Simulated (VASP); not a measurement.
# Ga2BAs3 (P4/mmm) in VASP: a series of runs

Runs on Ga2BAs3. Level: PBE. Tasks: single point, relaxation of cell and atoms.

All numbers are computed with VASP 6.6.1; they aren't measurements. Logs are shortened: lines on timing, memory, paths and dates and some standing lists are left out, and cuts for length are marked.

## 1. The cell of the first run

Symmetry: P4/mmm, No. 123, tetragonal system. Conventional cell: a = 3.025 Å, b = 3.025 Å, c = 12.287 Å, α = 90.00°, β = 90.00°, γ = 90.00°. Ga (site symmetry 4mm) has 8 As at 3.00 to 3.54 Å and 9 Ga at 3.03 to 4.28 Å and 1 B at 4.04 Å within 4.3 Å. B (site symmetry 4/mmm) has 8 As at 2.46 Å and 4 B at 3.03 Å within 3.3 Å. As (site symmetry 4mm) has 5 As at 2.45 to 3.03 Å and 4 B at 2.46 Å within 3.2 Å. As (site symmetry 4/mmm) has 8 Ga at 3.00 Å and 4 As at 3.03 Å within 3.9 Å.

The cell was generated, and may not be a known phase.

## 2. Single point, PBE

INCAR

```
PREC = Accurate
ENCUT = 520
EDIFF = 1E-7
ISMEAR = 0
SIGMA = 0.1
LREAL = F
LASPH = T
NELM = 100
ALGO = Normal
ISIF = 2
LWAVE = F
LCHARG = F
GGA = PE
NBANDS = 31
```

KPOINTS

```
regular mesh
0
Gamma
  12 12 4
```

POSCAR

```
Ga2BAs3
1.0
    3.0253579756      0.0000000000      0.0000000000
    0.0000000000      3.0253579756      0.0000000000
    0.0000000000      0.0000000000     12.2873329161
Ga B As
2 1 3
Direct
    0.0000000000      0.0000000000      0.3290912282
    0.0000000000      0.0000000000      0.6709087718
    0.0000000000      0.0000000000      0.0000000000
    0.5000000000      0.5000000000      0.0995077717
    0.5000000000      0.5000000000      0.5000000000
    0.5000000000      0.5000000000      0.9004922283
```

Potentials or basis: VASP PAW PBE potentials, release 64 (Ga_d, B, As).

On the command line:

```bash
> cat potpaw_PBE.64/Ga_d/POTCAR potpaw_PBE.64/B/POTCAR potpaw_PBE.64/As/POTCAR > POTCAR
> mpirun -np 1 vasp_std > vasp.out
```

OUTCAR:

```text
PREC = Accurate
   ENCUT = 520
   EDIFF = 1E-7
   ISMEAR = 0
   LREAL = F
   LASPH = T
   NELM = 100
   ISIF = 2
   GGA = PE

 ion  position               nearest neighbor table
   1  0.000  0.000  0.329-
   2  0.000  0.000  0.671-
   3  0.000  0.000  0.000-   4 2.46   6 2.46   4 2.46   6 2.46   4 2.46   6 2.46   4 2.46   6 2.46

   4  0.500  0.500  0.100-   6 2.45   3 2.46   3 2.46   3 2.46   3 2.46
   5  0.500  0.500  0.500-
   6  0.500  0.500  0.900-   4 2.45   3 2.46   3 2.46   3 2.46   3 2.46

  LATTYP: Found a simple tetragonal cell.
 ALAT       =     3.0253579756
 C/A-ratio  =     4.0614476089

  Lattice vectors:

 A1 = (   3.0253579756,   0.0000000000,   0.0000000000)
 A2 = (   0.0000000000,   3.0253579756,   0.0000000000)
 A3 = (   0.0000000000,   0.0000000000,  12.2873329161)

Analysis of symmetry for initial positions (statically):
=====================================================================
 Subroutine PRICEL returns:
 Original cell was already a primitive cell.

 Routine SETGRP: Setting up the symmetry group for a
 simple tetragonal supercell.

 Subroutine GETGRP returns: Found 16 space group operations
 (whereof 16 operations were pure point group operations)
 out of a pool of 16 trial point group operations.

The static configuration has the point symmetry D_4h.

Analysis of symmetry for dynamics (positions and initial velocities):
=====================================================================
 Subroutine PRICEL returns:
 Original cell was already a primitive cell.

 Routine SETGRP: Setting up the symmetry group for a
 simple tetragonal supercell.

 Subroutine GETGRP returns: Found 16 space group operations
 (whereof 16 operations were pure point group operations)
 out of a pool of 16 trial point group operations.

The dynamic configuration has the point symmetry D_4h.

 Subroutine INISYM returns: Found 16 space group operations
 (whereof 16 operations are pure point group operations),
 and found     1 'primitive' translations

----------------------------------------------------------------------------------------

                                     Primitive cell

  volume of cell :     112.4634

  direct lattice vectors                    reciprocal lattice vectors
     3.025357976  0.000000000  0.000000000     0.330539397  0.000000000  0.000000000
     0.000000000  3.025357976  0.000000000     0.000000000  0.330539397  0.000000000
     0.000000000  0.000000000 12.287332916     0.000000000  0.000000000  0.081384626

  length of vectors
     3.025357976  3.025357976 12.287332916     0.330539397  0.330539397  0.081384626

  position of ions in fractional coordinates (direct lattice)
     0.000000000  0.000000000  0.329091228
     0.000000000  0.000000000  0.670908772
     0.000000000  0.000000000  0.000000000
     0.500000000  0.500000000  0.099507772
     0.500000000  0.500000000  0.500000000
     0.500000000  0.500000000  0.900492228

  ion indices of the primitive-cell ions
   primitive index   ion index
                 1           1
                 2           2
                 3           3
                 4           4
                 5           5
                 6           6

----------------------------------------------------------------------------------------

 KPOINTS: regular mesh

Automatic generation of k-mesh.
 Grid dimensions read from file:
 generate k-points for:   12   12    4

 Generating k-lattice:

  Cartesian coordinates                     Fractional coordinates (reciprocal lattice)
     0.027544950  0.000000000  0.000000000     0.083333333  0.000000000  0.000000000
     0.000000000  0.027544950  0.000000000     0.000000000  0.083333333  0.000000000
     0.000000000  0.000000000  0.020346157     0.000000000  0.000000000  0.250000000

  Length of vectors
     0.027544950  0.027544950  0.020346157

  Shift w.r.t. Gamma in fractional coordinates (k-lattice)
     0.000000000  0.000000000  0.000000000

 Subroutine IBZKPT returns following result:
 ===========================================

 Found     84 irreducible k-points:

 Following reciprocal coordinates:
            Coordinates               Weight
  0.000000  0.000000  0.000000      1.000000
  0.083333  0.000000  0.000000      4.000000
  0.166667  0.000000  0.000000      4.000000
  0.250000  0.000000  0.000000      4.000000
  0.333333  0.000000  0.000000      4.000000
  0.416667  0.000000  0.000000      4.000000
[... 16 lines left out ...]
  0.333333  0.333333  0.000000      4.000000
  0.416667  0.333333  0.000000      8.000000
 [... further k-points ...]
   k-points           NKPTS =     84   k-points in BZ     NKDIM =     84   number of bands    NBANDS=     31
   number of dos      NEDOS =    301   number of ions     NIONS =      6
   total plane-waves  NPLWV =  55296
   dimension x,y,z NGX =    24 NGY =   24 NGZ =   96
   dimension x,y,z NGXF=    48 NGYF=   48 NGZF=  192
   ions per type =               2   1   3
   NGX,Y,Z   is equivalent  to a cutoff of  13.19, 13.19, 12.99 a.u.
   NGXF,Y,Z  is equivalent  to a cutoff of  26.38, 26.38, 25.98 a.u.
 SYSTEM =  unknown system
   PREC   = accura    normal or accurate (medium, high low for compatibility)
   ISTART =      0    job   : 0-new  1-cont  2-samecut
   ICHARG =      2    charge: 1-file 2-atom 10-const
   ISPIN  =      1    spin polarized calculation?
   LNONCOLLINEAR =      F non collinear calculations
   LSORBIT =      F    spin-orbit coupling
   LASPH  =      T    aspherical Exc in radial PAW
   ENCUT  =  520.0 eV  38.22 Ry    6.18 a.u.   5.63  5.63 22.85*2*pi/ulx,y,z
   NELM   =    100;   NELMIN=  2; NELMDL= -5     # of ELM steps
   EDIFF  = 0.1E-06   stopping-criterion for ELM
   LREAL  =      F    real-space projection
   EDIFFG = 0.1E-05   stopping-criterion for IOM
   NSW    =      0    number of steps for IOM
   IBRION =     -1    ionic relax: 0-MD 1-quasi-New 2-CG
   NFREE  =      0    steps in history (QN), initial steepest desc. (CG)
   ISIF   =      2    stress and relaxation
   ISYM   =      2    0-nonsym 1-usesym 2-fastsym
   POTIM  = 0.5000    time-step for ionic-motion
   TEBEG  =    0.0;   TEEND  =   0.0 temperature during run
   PSTRESS=    0.0 pullay stress
   NELECT =      44.0000    total number of electrons
   NUPDOWN=      -1.0000    fix difference up-down
   EMIN   =  10.00;   EMAX   =-10.00  energy-range for DOS
   EFERMI =   0.00;   METHOD = LEGACY
   ISMEAR =     0;   SIGMA  =   0.10  broadening in eV -4-tet -1-fermi 0-gaus
   EFERMI_NEDOS =   21; number of points for ismear=-14 and -15
   IALGO  =     38    algorithm
   IMIX   =      4    mixing-type and parameters
     AMIX     =   0.40;   BMIX     =  1.00
     AMIX_MAG =   1.60;   BMIX_MAG =  1.00
  volume/ion in A,a.u.               =      18.74       126.49
  Fermi-wavevector in a.u.,A,eV,Ry     =   1.197352  2.262668 19.506031  1.433653
  Thomas-Fermi vector in A             =   2.333269
   LORBIT       =      0    0 simple, 1 ext, 2 COOP (PROOUT), +10 PAW based schemes
   GGA     = PE    functional components
   LHFCALC =     F    Hartree Fock is set to
   AEXX    =    0.0000 exact exchange contribution
   IVDW    =     0    specifies the selected vdW correction
   LEPSILON=     F    determine dielectric tensor
   LRPA    =     F    only Hartree local field effects (RPA)
 non-spin polarized calculation
 Gauss-broadening in eV      SIGMA  =   0.10
  energy-cutoff  :      520.00
  volume of cell :      112.46
 maximum number of plane-waves:      3060
 NGX is ok and might be reduce to    24
   NGX = 11   NGY = 11   NGZ = 45

 number of electron      44.0000028 magnetization

 Free energy of the ion-electron system (eV)
  ---------------------------------------------------
  ext. energy  EPLUGINS =         0.00000000
  ---------------------------------------------------
  free energy    TOTEN  =       -23.39867874 eV

  energy without entropy =      -23.38844710  energy(sigma->0) =      -23.39356292

 E-fermi :   5.3605     XC(G=0): -10.4055

 val. band max:        5.3182622360   @ k =   0.4167   0.0833   0.2500
 cond. band min:       5.3716679153   @ k =   0.4167   0.2500   0.0000
 fundamental gap:      0.0534056792
 Fermi energy:         5.3604611838

 k-point     1 :       0.0000    0.0000    0.0000
  band No.  band energies     occupation
      1     -10.2939      2.00000
      2      -9.5723      2.00000
      3      -9.5717      2.00000
      4      -9.5028      2.00000
      5      -9.4924      2.00000
      6      -9.3928      2.00000
[... 23 lines left out ...]
     30      12.3528      0.00000
     31      12.3746      0.00000

 k-point     2 :       0.0833    0.0000    0.0000
  band No.  band energies     occupation
      1     -10.1971      2.00000
      2      -9.5638      2.00000
      3      -9.5632      2.00000
      4      -9.4976      2.00000
      5      -9.4873      2.00000
      6      -9.4032      2.00000
[... 23 lines left out ...]
     30      11.7056      0.00000
     31      12.2510      0.00000

 k-point     3 :       0.1667    0.0000    0.0000
  band No.  band energies     occupation
      1      -9.9117      2.00000
      2      -9.5454      2.00000
      3      -9.5444      2.00000
      4      -9.4789      2.00000
      5      -9.4689      2.00000
      6      -9.4280      2.00000
[... 23 lines left out ...]
     30      11.7732      0.00000
     31      11.8476      0.00000

 k-point     4 :       0.2500    0.0000    0.0000
  band No.  band energies     occupation
      1      -9.5330      2.00000
      2      -9.5284      2.00000
      3      -9.4936      2.00000
      4      -9.4592      2.00000
      5      -9.4403      2.00000
      6      -9.4326      2.00000
[... 635 lines left out ...]
     30       8.9891      0.00000
     31       9.5258      0.00000

 k-point    23 :       0.3333    0.3333    0.0000
  band No.  band energies     occupation
      1      -9.4818      2.00000
      2      -9.4654      2.00000
      3      -9.4580      2.00000
      4      -9.4524      2.00000
      5      -9.4497      2.00000
      6      -9.4445      2.00000
[... 23 lines left out ...]
     30       8.5972      0.00000
     31       9.8625      0.00000

 k-point    24 :       0.4167    0.3333    0.0000
  band No.  band energies     occupation
      1      -9.4952      2.00000
      2      -9.4820      2.00000
      3      -9.4721      2.00000
      4      -9.4624      2.00000
      5      -9.4525      2.00000
      6      -9.4440      2.00000
[... 23 lines left out ...]
     30       8.8127      0.00000
     31       8.9609      0.00000

 [... further k-points ...]
[... 5 lines left out ...]
  --------------------------------------------------------------------------------------
  -------------------------------------------------------------------------------------
  Total        0.0798994      0.0798994      0.1810699      0.0000000      0.0000000     -0.0000000
  in kB        1.1382631      1.1382631      2.5795597      0.0000000      0.0000000     -0.0000000
  external PRESSURE =       1.6186953 kB  Pullay stress =       0.0000000 kB

 VOLUME and BASIS-vectors are now :
 -----------------------------------------------------------------------------
  energy-cutoff  :      520.00
  volume of cell :      112.46
      direct lattice vectors                 reciprocal lattice vectors
     3.025357976  0.000000000  0.000000000     0.330539397  0.000000000  0.000000000
     0.000000000  3.025357976  0.000000000     0.000000000  0.330539397  0.000000000
     0.000000000  0.000000000 12.287332916     0.000000000  0.000000000  0.081384626

 POSITION                                       TOTAL-FORCE (eV/Angst)
 -----------------------------------------------------------------------------------
      0.00000      0.00000      4.04365         0.000000     -0.000000     -0.008054
      0.00000      0.00000      8.24368         0.000000      0.000000      0.008054
      0.00000      0.00000      0.00000         0.000000      0.000000      0.000000
      1.51268      1.51268      1.22269        -0.000000     -0.000000      0.056798
      1.51268      1.51268      6.14367         0.000000      0.000000      0.000000
      1.51268      1.51268     11.06465         0.000000     -0.000000     -0.056798
 -----------------------------------------------------------------------------------
    total drift:                               -0.000000     -0.000000      0.000000

  FREE ENERGIE OF THE ION-ELECTRON SYSTEM (eV)
  ---------------------------------------------------
  free  energy   TOTEN  =       -23.3986787380 eV

  energy  without entropy=      -23.3884471037  energy(sigma->0) =      -23.39356292
```

Wall time 1.8 min (1 thread of Intel Xeon 6975P-C (Granite Rapids), shared host); peak memory 0.4 GiB.

Results:

- Free energy: -23.3987 eV
- Pressure: 0.2 GPa
- Largest force: 0.057 eV/Å
- Band gap on the k mesh: zero (bands 22 and 23 overlap by 4.02 eV)

Forces in eV/Å, atoms in the order of the input:
```
Ga   0.000  0.000 -0.008
Ga   0.000  0.000  0.008
B    0.000  0.000  0.000
As   0.000  0.000  0.057
As   0.000  0.000  0.000
As   0.000  0.000 -0.057
```

Levels at points of the mesh, in eV from the Fermi level:
```
           k point  band 20  band 21  band 22  band 23  band 24  band 25
(0.00, 0.00, 0.00)     0.37     1.08     2.21     2.21     3.00     3.00
(0.50, 0.00, 0.00)    -2.73    -0.43     1.08     1.46     1.68     2.13
(0.50, 0.50, 0.00)    -2.76    -2.35    -1.92    -1.75    -0.35    -0.31
(0.00, 0.00, 0.50)    -0.54     0.61     2.20     2.20     3.03     3.03
(0.50, 0.00, 0.50)    -2.26    -1.34     0.15     2.13     2.16     2.79
(0.50, 0.50, 0.50)    -2.69    -2.41    -1.94    -1.60    -0.53    -0.24
```

## 3. Relaxation of cell and atoms, PBE

This run uses another cell than the first one, of 23.39 Å³/atom.

INCAR

```
PREC = Accurate
ENCUT = 600
EDIFF = 1E-6
ISMEAR = 0
SIGMA = 0.1
LREAL = F
LASPH = T
NELM = 80
ALGO = Normal
ISIF = 3
LWAVE = F
LCHARG = F
GGA = PE
IBRION = 2
NSW = 90
EDIFFG = -0.04
```

KPOINTS

```
regular mesh
0
Gamma
  6 6 2
```

POSCAR

```
Ga2BAs3
1.0
    3.5386472400      0.0000000000      0.0000000000
    0.0000000000      3.5386472400      0.0000000000
    0.0000000000      0.0000000000     11.2051749700
Ga B As
2 1 3
Direct
    0.0000000000      0.0000000000      0.3334420000
    0.0000000000      0.0000000000      0.6665580000
    0.0000000000      0.0000000000      0.0000000000
    0.5000000000      0.5000000000      0.1787200000
    0.5000000000      0.5000000000      0.5000000000
    0.5000000000      0.5000000000      0.8212800000
```

Potentials or basis: VASP PAW PBE potentials, release 64 (Ga_d, B, As).

On the command line:

```bash
> cat potpaw_PBE.64/Ga_d/POTCAR potpaw_PBE.64/B/POTCAR potpaw_PBE.64/As/POTCAR > POTCAR
> mpirun -np 1 vasp_std > vasp.out
```

Run time: 18 min. Hardware: 1 thread of Intel Xeon 6975P-C (Granite Rapids), shared host; peak memory 0.31 GiB.

The run converged. Its results:

| Quantity | Value |
| --- | --- |
| Free energy | -23.3077 eV |
| Relaxed volume | 18.37 Å³/atom |
| Relaxed cell | a = 3.134 Å, b = 3.134 Å, c = 11.221 Å, α = 90.00°, β = 90.00°, γ = 90.00° |
| Space group after relaxing (to 0.1 Å) | P4/mmm (No. 123) |
| Pressure after relaxing | 0.1 GPa |
| Largest force after relaxing | 0.020 eV/Å |

Forces on the atoms (eV/Å):
```
Ga   0.000  0.000  0.020
Ga   0.000  0.000 -0.020
B    0.000  0.000  0.000
As   0.000  0.000 -0.015
As   0.000  0.000  0.000
As   0.000  0.000  0.015
```

Final structure:
```
CELL_PARAMETERS angstrom
3.13382 0.00000 0.00000
0.00000 3.13382 0.00000
0.00000 0.00000 11.22120
ATOMIC_POSITIONS crystal
Ga 0.00000 0.00000 0.33932
Ga 0.00000 0.00000 0.66068
B 0.00000 0.00000 0.00000
As 0.50000 0.50000 0.10912
As 0.50000 0.50000 0.50000
As 0.50000 0.50000 0.89088
```

Levels at points of the mesh, in eV from the Fermi level:
```tsv
k point	band 20	band 21	band 22	band 23	band 24	band 25
(0.00, 0.00, 0.00)	-0.14	1.30	1.30	1.99	2.63	2.63
(0.50, 0.00, 0.00)	-2.13	0.99	1.69	1.78	2.11	2.36
(0.50, 0.50, 0.00)	-2.53	-2.53	-2.03	-2.03	-0.56	0.04
(0.00, 0.00, 0.50)	0.58	1.15	1.27	1.27	2.69	2.69
(0.50, 0.00, 0.50)	-1.19	-0.50	0.60	1.69	2.11	3.18
(0.50, 0.50, 0.50)	-2.36	-2.36	-2.13	-1.82	-0.34	-0.25
```

Caveat: the volume moved by over 15 % at a fixed basis, so the end points are rough; the highest band is partly filled, so the run has too few bands.

The gap in the log of VASP goes by the Fermi energy; the results here count the filled bands.